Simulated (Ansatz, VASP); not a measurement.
# One calculation of MnH5, two programs

```
CELL_PARAMETERS angstrom
1.72634 0.99670 3.78467
-1.72634 0.99670 3.78467
0.00000 -1.99341 3.78467
ATOMIC_POSITIONS crystal
Mn 0.50000 0.50000 0.50000
H 0.00000 0.00000 0.50000
H 0.50000 0.00000 0.00000
H 0.00000 0.50000 0.00000
H 0.35266 0.35266 0.35266
H 0.64734 0.64734 0.64734
```

Alike in both runs: functional PBE; k mesh 6 × 6 × 6; occupations gaussian, width 0.1 eV; collinear spin.

Ansatz relaxed the structure, and its values are those at the end. VASP's run is a single point on that final structure, the one shown.

|  | VASP | Ansatz |
| --- | --- | --- |
| version | VASP 6.6.1 | Ansatz 0.2.0 |
| potentials or method | VASP PAW PBE potentials, release 64 (Mn_pv, H), cutoff 520 eV | scalar-relativistic, plane waves, PAW |
| valence electrons in the cell | 18 | 20 |

|  | VASP | Ansatz | Ansatz less VASP |
| --- | --- | --- | --- |
| gap on the k mesh at the Fermi level (eV) | none | none | - |
| pressure (GPa) | 0.0 | 0.2 | +0.23 |
| net moment per atom (μB) | 0.44 | 0.44 | +0.001 |
| size of the moment on the site where the two differ most (μB) | 2.73 | 2.11 | -0.620 |

Site moments also hang on the region over which each program counts them. A gap of «none» marks a metal or a gap that the smearing closes. VASP's potentials hold 18 valence electrons a cell and Ansatz's 20, so a difference there can come from the potentials and not from the codes.

The k mesh is coarse, so the values compare programs but aren't converged.
